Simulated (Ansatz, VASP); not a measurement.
This is a calculation of Ni for VASP 6.6.1.

Contents of INCAR:

```
SYSTEM = Ni
  PREC = Accurate
  ENCUT = 520
  EDIFF = 1E-7
  ISMEAR = 0
  SIGMA = 0.1
  LREAL = .False.
  LASPH = .True.
  NELM = 150
  ALGO = Normal
  ISIF = 2
  LWAVE = .False.
  LCHARG = .False.
  ISPIN = 2
  MAGMOM = 1 1
  LORBIT = 11
  LMAXMIX = 4
  GGA = PE
  NBANDS = 21
```

The input KPOINTS:

```
Automatic mesh
0
Gamma
  12 12 7
  0 0 0
```

File POSCAR:

```
Ni
1.0
    2.4480228978      0.0000000000      0.0000000000
   -1.2240114489      2.1200500186      0.0000000000
    0.0000000000      0.0000000000      4.0728075700
Ni
2
Direct
    0.6666666667      0.3333333333      0.7500000000
    0.3333333333      0.6666666667      0.2500000000
```

Potentials or basis: VASP PAW PBE potentials, release 64 (Ni).

The run is started by

```console
$ cat potpaw_PBE.64/Ni/POTCAR > POTCAR
$ mpirun -np 1 vasp_std > vasp.out
```

Task: Translate it to Ansatz 0.2.0. Potentials there: all-electron LAPW, scalar-relativistic.

Result: As run (the cutoff follows the program's own potentials):

The input input.yaml:

```yaml
crystal:
  lattice:
    - [2.4480228978, 0.0, 0.0]
    - [-1.2240114489, 2.1200500186, 0.0]
    - [0.0, 0.0, 4.07280757]
  atoms:
    - { symbol: Ni, position: [0.6666666667, 0.3333333333, 0.75], spin: 1.0 }
    - { symbol: Ni, position: [0.3333333333, 0.6666666667, 0.25], spin: 1.0 }
kpoints:
  mp_grid: { grid: [12, 12, 7] }
scf:
  occupations: { method: gaussian, width: 0.1 }
hamiltonian:
  xc: pbe
  pseudopotentials: { kind: all_electron, lapw: { basis_error: 0.001 } }
magnetization:
  spin_polarized: true
output:
  forces: true
  stress: true
  eigenvalues: true
```

Potentials or basis: all-electron LAPW, scalar-relativistic.

Launch:

```console
$ ansatz run input.yaml --threads 2 --pin off --max-ram 6144MiB --backend cpu --events-out ev --progress --plain --runs-dir out
```

Both were run:

|  | VASP | Ansatz | Ansatz less VASP |
| --- | --- | --- | --- |
| gap on the k mesh at the Fermi level (eV) | none | none | - |
| pressure (GPa) | 7.0 | 7.2 | +0.22 |
| traceless stress, the component that is largest in VASP (GPa) | -2.50 | -2.53 | -0.035 |
| net moment per atom (μB) | 0.64 | 0.65 | +0.016 |
| size of the moment on the site where the two differ most (μB) | 0.65 | 0.68 | +0.033 |

Site moments also hang on the region over which each program counts them. A gap of «none» marks a metal or a gap that the smearing closes. Ansatz ran all-electron here, and VASP with PAW potentials.
